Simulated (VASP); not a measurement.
# Be2C (Fm-3m) in VASP: further runs

Runs on Be2C. Level: r2SCAN. Tasks: single point.

All numbers are computed with VASP 6.6.1; they aren't measurements. Logs are shortened: lines on timing, memory, paths and dates and some standing lists are left out, and cuts for length are marked.

## 1. The cell of the first run

The structure is cubic, space group Fm-3m (No. 225). The conventional cell has a = 4.257 Å, b = 4.257 Å, c = 4.257 Å, α = 90.00°, β = 90.00°, γ = 90.00°. Be (site symmetry -43m) has 4 C at 1.84 Å and 6 Be at 2.13 Å within 2.4 Å. C (site symmetry m-3m) has 8 Be at 1.84 Å within 2.4 Å.

## 2. Single point, r2SCAN

POSCAR

```
Be2C
1.0
    0.0000000000      2.1282979944      2.1282979944
    2.1282979944      0.0000000000      2.1282979944
    2.1282979944      2.1282979944      0.0000000000
Be C
2 1
Direct
    0.2500000000      0.2500000000      0.2500000000
    0.7500000000      0.7500000000      0.7500000000
    0.0000000000      0.0000000000      0.0000000000
```

INCAR.step1

```
SYSTEM = Be2C
ALGO = Normal ; EDIFF = 1E-5
ENCUT = 660 ; GGA = PE
GGA_COMPAT = .FALSE. ; ISMEAR = 0
LASPH = .TRUE. ; LCHARG = .FALSE.
LREAL = .FALSE. ; LWAVE = .TRUE.
NBANDS = 11 ; NELM = 120
PREC = Accurate ; SIGMA = 0.01
```

INCAR.step2

```
SYSTEM = Be2C
ALGO = Normal ; EDIFF = 1E-6
ENCUT = 660 ; GGA_COMPAT = .FALSE.
ISIF = 2 ; ISMEAR = 0
ISTART = 1 ; LASPH = .TRUE.
LCHARG = .FALSE. ; LMIXTAU = .TRUE.
LREAL = .FALSE. ; LWAVE = .FALSE.
METAGGA = R2SCAN ; NBANDS = 11
NELM = 120 ; PREC = Accurate
SIGMA = 0.01
```

KPOINTS

```
k-points
0
G
  7 7 7
  0 0 0
```

Potentials or basis: VASP PAW PBE potentials, release 64 (Be, C).

On the command line:

```console
$ cat potpaw_PBE.64/Be/POTCAR potpaw_PBE.64/C/POTCAR > POTCAR
$ cp INCAR.step1 INCAR
$ mpirun -np 1 vasp_std > vasp.out
$ cp INCAR.step2 INCAR
$ mpirun -np 1 vasp_std > vasp.out
```

OUTCAR:

```text
SYSTEM = Be2C
   EDIFF = 1E-6
   ENCUT = 660
   ISIF = 2
   ISMEAR = 0
   ISTART = 1
   LASPH = .TRUE.
   LREAL = .FALSE.
   METAGGA = R2SCAN
   NELM = 120
   PREC = Accurate

 ion  position               nearest neighbor table
   1  0.250  0.250  0.250-   3 1.84   3 1.84   3 1.84   3 1.84   2 2.13   2 2.13   2 2.13   2 2.13
                             2 2.13   2 2.13
   2  0.750  0.750  0.750-   3 1.84   3 1.84   3 1.84   3 1.84   1 2.13   1 2.13   1 2.13   1 2.13
                             1 2.13   1 2.13
   3  0.000  0.000  0.000-   2 1.84   2 1.84   2 1.84   1 1.84   1 1.84   1 1.84   2 1.84   1 1.84

  LATTYP: Found a face centered cubic cell.
 ALAT       =     4.2565959888

  Lattice vectors:

 A1 = (   0.0000000000,   2.1282979944,   2.1282979944)
 A2 = (   2.1282979944,   0.0000000000,   2.1282979944)
 A3 = (   2.1282979944,   2.1282979944,   0.0000000000)

Analysis of symmetry for initial positions (statically):
=====================================================================
 Subroutine PRICEL returns:
 Original cell was already a primitive cell.

 Routine SETGRP: Setting up the symmetry group for a
 face centered cubic supercell.

 Subroutine GETGRP returns: Found 48 space group operations
 (whereof 48 operations were pure point group operations)
 out of a pool of 48 trial point group operations.

The static configuration has the point symmetry O_h .

Analysis of symmetry for dynamics (positions and initial velocities):
=====================================================================
 Subroutine PRICEL returns:
 Original cell was already a primitive cell.

 Routine SETGRP: Setting up the symmetry group for a
 face centered cubic supercell.

 Subroutine GETGRP returns: Found 48 space group operations
 (whereof 48 operations were pure point group operations)
 out of a pool of 48 trial point group operations.

The dynamic configuration has the point symmetry O_h .

 Subroutine INISYM returns: Found 48 space group operations
 (whereof 48 operations are pure point group operations),
 and found     1 'primitive' translations

----------------------------------------------------------------------------------------

                                     Primitive cell

  volume of cell :      19.2809

  direct lattice vectors                    reciprocal lattice vectors
     0.000000000  2.128297994  2.128297994    -0.234929508  0.234929508  0.234929508
     2.128297994  0.000000000  2.128297994     0.234929508 -0.234929508  0.234929508
     2.128297994  2.128297994  0.000000000     0.234929508  0.234929508 -0.234929508

  length of vectors
     3.009867888  3.009867888  3.009867888     0.406909843  0.406909843  0.406909843

  position of ions in fractional coordinates (direct lattice)
     0.250000000  0.250000000  0.250000000
     0.750000000  0.750000000  0.750000000
     0.000000000  0.000000000  0.000000000

  ion indices of the primitive-cell ions
   primitive index   ion index
                 1           1
                 2           2
                 3           3

----------------------------------------------------------------------------------------

 KPOINTS: k-points

Automatic generation of k-mesh.
 Grid dimensions read from file:
 generate k-points for:    7    7    7

 Generating k-lattice:

  Cartesian coordinates                     Fractional coordinates (reciprocal lattice)
    -0.033561358  0.033561358  0.033561358     0.142857143  0.000000000  0.000000000
     0.033561358 -0.033561358  0.033561358     0.000000000  0.142857143  0.000000000
     0.033561358  0.033561358 -0.033561358     0.000000000  0.000000000  0.142857143

  Length of vectors
     0.058129978  0.058129978  0.058129978

  Shift w.r.t. Gamma in fractional coordinates (k-lattice)
     0.000000000  0.000000000  0.000000000

 Subroutine IBZKPT returns following result:
 ===========================================

 Found     20 irreducible k-points:

 Following reciprocal coordinates:
            Coordinates               Weight
  0.000000  0.000000  0.000000      1.000000
  0.142857  0.000000  0.000000      8.000000
  0.285714  0.000000  0.000000      8.000000
  0.428571  0.000000  0.000000      8.000000
  0.142857  0.142857  0.000000      6.000000
  0.285714  0.142857  0.000000     24.000000
[... 12 lines left out ...]
 -0.428571  0.428571  0.142857     24.000000
 -0.285714  0.428571  0.142857     24.000000
   k-points           NKPTS =     20   k-points in BZ     NKDIM =     20   number of bands    NBANDS=     11
   number of dos      NEDOS =    301   number of ions     NIONS =      3
   total plane-waves  NPLWV =  21952
   dimension x,y,z NGX =    28 NGY =   28 NGZ =   28
   dimension x,y,z NGXF=    56 NGYF=   56 NGZF=   56
   ions per type =               2   1
   NGX,Y,Z   is equivalent  to a cutoff of  15.47, 15.47, 15.47 a.u.
   NGXF,Y,Z  is equivalent  to a cutoff of  30.93, 30.93, 30.93 a.u.
 SYSTEM =  Be2C
   PREC   = accura    normal or accurate (medium, high low for compatibility)
   ISTART =      1    job   : 0-new  1-cont  2-samecut
   ICHARG =      0    charge: 1-file 2-atom 10-const
   ISPIN  =      1    spin polarized calculation?
   LNONCOLLINEAR =      F non collinear calculations
   LSORBIT =      F    spin-orbit coupling
   LASPH  =      T    aspherical Exc in radial PAW
   ENCUT  =  660.0 eV  48.51 Ry    6.96 a.u.   6.30  6.30  6.30*2*pi/ulx,y,z
   NELM   =    120;   NELMIN=  2; NELMDL=  0     # of ELM steps
   EDIFF  = 0.1E-05   stopping-criterion for ELM
   LREAL  =      F    real-space projection
   EDIFFG = 0.1E-04   stopping-criterion for IOM
   NSW    =      0    number of steps for IOM
   IBRION =     -1    ionic relax: 0-MD 1-quasi-New 2-CG
   NFREE  =      0    steps in history (QN), initial steepest desc. (CG)
   ISIF   =      2    stress and relaxation
   ISYM   =      2    0-nonsym 1-usesym 2-fastsym
   POTIM  = 0.5000    time-step for ionic-motion
   TEBEG  =    0.0;   TEEND  =   0.0 temperature during run
   PSTRESS=    0.0 pullay stress
   NELECT =       8.0000    total number of electrons
   NUPDOWN=      -1.0000    fix difference up-down
   EMIN   =  10.00;   EMAX   =-10.00  energy-range for DOS
   EFERMI =   0.00;   METHOD = LEGACY
   ISMEAR =     0;   SIGMA  =   0.01  broadening in eV -4-tet -1-fermi 0-gaus
   EFERMI_NEDOS =   21; number of points for ismear=-14 and -15
   IALGO  =     38    algorithm
   IMIX   =      4    mixing-type and parameters
     AMIX     =   0.40;   BMIX     =  1.00
     AMIX_MAG =   1.60;   BMIX_MAG =  1.00
  volume/ion in A,a.u.               =       6.43        43.37
  Fermi-wavevector in a.u.,A,eV,Ry     =   1.221038  2.307427 20.285375  1.490933
  Thomas-Fermi vector in A             =   2.356234
   LORBIT       =      0    0 simple, 1 ext, 2 COOP (PROOUT), +10 PAW based schemes
   METAGGA = R2SCAN    functional components
   LHFCALC =     F    Hartree Fock is set to
   AEXX    =    0.0000 exact exchange contribution
   IVDW    =     0    specifies the selected vdW correction
   LEPSILON=     F    determine dielectric tensor
   LRPA    =     F    only Hartree local field effects (RPA)
 non-spin polarized calculation
 Gauss-broadening in eV      SIGMA  =   0.01
  energy-cutoff  :      660.00
  volume of cell :       19.28
 maximum number of plane-waves:       757
 NGX is ok and might be reduce to    28
   NGX = 13   NGY = 13   NGZ = 13

 number of electron       8.0000000 magnetization

 Free energy of the ion-electron system (eV)
  ---------------------------------------------------
  ext. energy  EPLUGINS =         0.00000000
  ---------------------------------------------------
  free energy    TOTEN  =       -19.44144027 eV

  energy without entropy =      -19.44144027  energy(sigma->0) =      -19.44144027

 E-fermi :   8.2648     XC(G=0): -12.2379

 val. band max:        8.2136123522   @ k =   0.0000   0.0000   0.0000
 cond. band min:      10.0187639628   @ k =   0.4286   0.4286   0.0000
 fundamental gap:      1.8051516106
 Fermi energy:         8.2648401205

 k-point     1 :       0.0000    0.0000    0.0000
  band No.  band energies     occupation
      1      -8.1107      2.00000
      2       8.2136      2.00000
      3       8.2136      2.00000
      4       8.2136      2.00000
      5      12.9322      0.00000
      6      12.9322      0.00000
      7      12.9322      0.00000
      8      16.2177      0.00000
      9      23.0091      0.00000
     10      23.0091      0.00000
     11      23.0091      0.00000

 k-point     2 :       0.1429    0.0000    0.0000
  band No.  band energies     occupation
      1      -7.7591      2.00000
      2       5.7556      2.00000
      3       7.6255      2.00000
      4       7.6255      2.00000
      5      13.7938      0.00000
      6      13.7938      0.00000
      7      14.3961      0.00000
      8      16.9751      0.00000
      9      21.0118      0.00000
     10      21.0118      0.00000
     11      23.8654      0.00000

 k-point     3 :       0.2857    0.0000    0.0000
  band No.  band energies     occupation
      1      -6.7420      2.00000
      2       2.1402      2.00000
      3       6.7664      2.00000
      4       6.7664      2.00000
      5      14.4011      0.00000
      6      14.4011      0.00000
      7      15.5944      0.00000
      8      18.4235      0.00000
      9      21.0305      0.00000
     10      21.0305      0.00000
     11      25.9007      0.00000
[... 211 lines left out ...]
 k-point    19 :      -0.4286    0.4286    0.1429
  band No.  band energies     occupation
      1      -4.3296      2.00000
      2       1.2161      2.00000
      3       2.6731      2.00000
      4       2.6868      2.00000
      5      12.3613      0.00000
      6      16.1281      0.00000
      7      19.2150      0.00000
      8      22.6414      0.00000
      9      23.4164      0.00000
     10      24.9806      0.00000
     11      27.6722      0.00000

 k-point    20 :      -0.2857    0.4286    0.1429
  band No.  band energies     occupation
      1      -3.9862      2.00000
      2       0.8277      2.00000
      3       1.7002      2.00000
      4       3.1105      2.00000
      5      13.8201      0.00000
      6      17.7844      0.00000
      7      18.9705      0.00000
      8      19.8350      0.00000
      9      23.3910      0.00000
     10      23.7175      0.00000
     11      27.9122      0.00000

------------------------ aborting loop because EDIFF is reached ----------------------------------------

  FORCE on cell =-STRESS in cart. coord.  units (eV):
  Direction    XX          YY          ZZ          XY          YZ          ZX
  --------------------------------------------------------------------------------------
  -------------------------------------------------------------------------------------
  Total        1.3067472      1.3067472      1.3067472     -0.0000000      0.0000000     -0.0000000
  in kB      108.5862534    108.5862534    108.5862534     -0.0000000      0.0000000     -0.0000000
  external PRESSURE =     108.5862534 kB  Pullay stress =       0.0000000 kB

 VOLUME and BASIS-vectors are now :
 -----------------------------------------------------------------------------
  energy-cutoff  :      660.00
  volume of cell :       19.28
      direct lattice vectors                 reciprocal lattice vectors
     0.000000000  2.128297994  2.128297994    -0.234929508  0.234929508  0.234929508
     2.128297994  0.000000000  2.128297994     0.234929508 -0.234929508  0.234929508
     2.128297994  2.128297994  0.000000000     0.234929508  0.234929508 -0.234929508

 POSITION                                       TOTAL-FORCE (eV/Angst)
 -----------------------------------------------------------------------------------
      1.06415      1.06415      1.06415         0.000000      0.000000      0.000000
      3.19245      3.19245      3.19245        -0.000000     -0.000000     -0.000000
      0.00000      0.00000      0.00000        -0.000000     -0.000000      0.000000
 -----------------------------------------------------------------------------------
    total drift:                               -0.000000     -0.000000      0.000000

  FREE ENERGIE OF THE ION-ELECTRON SYSTEM (eV)
  ---------------------------------------------------
  free  energy   TOTEN  =       -19.4414402749 eV

  energy  without entropy=      -19.4414402749  energy(sigma->0) =      -19.44144027
```

Wall time 26 s (1 thread of Intel Xeon 6975P-C, shared host); peak memory 0.16 GiB.

What came out:

- Free energy: -19.4414 eV
- Pressure: 10.9 GPa
- Band gap on the k mesh: 1.81 eV, indirect (least direct gap 4.72 eV)

Caveat: the PAW data sets were made with another functional, which shifts forces and pressure a little.

## 3. Single point, r2SCAN

This run uses another cell than the first one, of 6.63 Å³/atom, 1.032 times its volume.

POSCAR

```
Be2C
1.0
    0.0000000000      2.1504693608      2.1504693608
    2.1504693608      0.0000000000      2.1504693608
    2.1504693608      2.1504693608      0.0000000000
Be C
2 1
Direct
    0.2500000000      0.2500000000      0.2500000000
    0.7500000000      0.7500000000      0.7500000000
    0.0000000000      0.0000000000      0.0000000000
```

INCAR.step1

```
SYSTEM = Be2C
PREC = Accurate
ENCUT = 660
ISMEAR = 0
SIGMA = 0.01
LREAL = .False.
LASPH = .True.
NELM = 120
NBANDS = 11
GGA = PE
ALGO = Normal
EDIFF = 1E-5
LWAVE = .True.
LCHARG = .False.
GGA_COMPAT = .False.
```

INCAR.step2

```
SYSTEM = Be2C
PREC = Accurate
ENCUT = 660
EDIFF = 1E-6
ISMEAR = 0
SIGMA = 0.01
LREAL = .False.
LASPH = .True.
NELM = 120
ALGO = Normal
ISIF = 2
LWAVE = .False.
LCHARG = .False.
METAGGA = R2SCAN
LMIXTAU = .True.
NBANDS = 11
ISTART = 1
GGA_COMPAT = .False.
```

KPOINTS

```
Automatic mesh
0
Gamma
  7 7 7
  0 0 0
```

Potentials or basis: VASP PAW PBE potentials, release 64 (Be, C).

On the command line:

```console
$ cat potpaw_PBE.64/Be/POTCAR potpaw_PBE.64/C/POTCAR > POTCAR
$ cp INCAR.step1 INCAR
$ mpirun -np 1 vasp_std > vasp.out
$ cp INCAR.step2 INCAR
$ mpirun -np 1 vasp_std > vasp.out
```

It took 24 s on 1 thread of Intel Xeon 6975P-C, shared host; peak memory 0.16 GiB.

It converged, with:

```yaml
Free_energy: -19.4699 eV
Pressure: 3.7 GPa
Band_gap_on_the_k_mesh: 1.79 eV, indirect (least direct gap 4.66 eV)
```

Levels at points of the mesh, in eV from the valence-band top:
```csv
k point,band 1,band 2,band 3,band 4,band 5,band 6,band 7,band 8
"(0.00, 0.00, 0.00)",-16.09,0.00,0.00,0.00,4.66,4.66,4.66,7.63
```

Caveat: the PAW data sets were made with another functional, which shifts forces and pressure a little. A k mesh can miss the band edges.

## 4. Single point, r2SCAN

This run uses another cell than the first one, of 6.83 Å³/atom, 1.063 times its volume.

POSCAR

```
Be2C
1.0
    0.0000000000      2.1721927439      2.1721927439
    2.1721927439      0.0000000000      2.1721927439
    2.1721927439      2.1721927439      0.0000000000
Be C
2 1
Direct
    0.2500000000      0.2500000000      0.2500000000
    0.7500000000      0.7500000000      0.7500000000
    0.0000000000      0.0000000000      0.0000000000
```

INCAR.step1

```
PREC = Accurate
ENCUT = 660
ISMEAR = 0
SIGMA = 0.01
LREAL = F
LASPH = T
NELM = 120
NBANDS = 11
GGA = PE
ALGO = Normal
EDIFF = 1E-5
LWAVE = T
LCHARG = F
GGA_COMPAT = F
```

INCAR.step2

```
PREC = Accurate
ENCUT = 660
EDIFF = 1E-6
ISMEAR = 0
SIGMA = 0.01
LREAL = F
LASPH = T
NELM = 120
ALGO = Normal
ISIF = 2
LWAVE = F
LCHARG = F
METAGGA = R2SCAN
LMIXTAU = T
NBANDS = 11
ISTART = 1
GGA_COMPAT = F
```

KPOINTS

```
Automatic mesh
0
Gamma
  7 7 7
```

On the command line:

```console
$ cat potpaw_PBE.64/Be/POTCAR potpaw_PBE.64/C/POTCAR > POTCAR
$ cp INCAR.step1 INCAR
$ mpirun -np 1 vasp_std > vasp.out
$ cp INCAR.step2 INCAR
$ mpirun -np 1 vasp_std > vasp.out
```

It took 21 s on 1 thread of Intel Xeon 6975P-C, shared host; peak memory 0.15 GiB.

Results (log left out):

| Quantity | Value |
| --- | --- |
| Free energy | -19.4730 eV |
| Pressure | -2.5 GPa |
| Band gap on the k mesh | 1.77 eV, indirect (least direct gap 4.59 eV) |

Levels at points of the mesh, in eV from the valence-band top:
| k point | band 2 | band 3 | band 4 | band 5 | band 6 | band 7 |
| --- | --- | --- | --- | --- | --- | --- |
| (0.00, 0.00, 0.00) | 0.00 | 0.00 | 0.00 | 4.59 | 4.59 | 4.59 |

Caveat: the PAW data sets were made with another functional, which shifts forces and pressure a little.

## 5. Summary

| cell | gap on the mesh (eV) | pressure (GPa) |
| --- | --- | --- |
| a = 3.010 Å, angles 60.0°, 3 atoms | 1.81 | 10.9 |
| a = 3.041 Å, angles 60.0°, 3 atoms | 1.79 | 3.7 |
| a = 3.072 Å, angles 60.0°, 3 atoms | 1.77 | -2.5 |

Alike in all rows: task single point; level r2SCAN; potentials or basis VASP PAW PBE potentials, release 64 (Be, C); no spin polarisation; k mesh 7 × 7 × 7; cutoff (eV) 660; smearing gaussian 0.01 eV.

Caveats: the PAW data sets were made with another functional, which shifts forces and pressure a little.

Absolute energies hang on the potentials; compare differences alone.
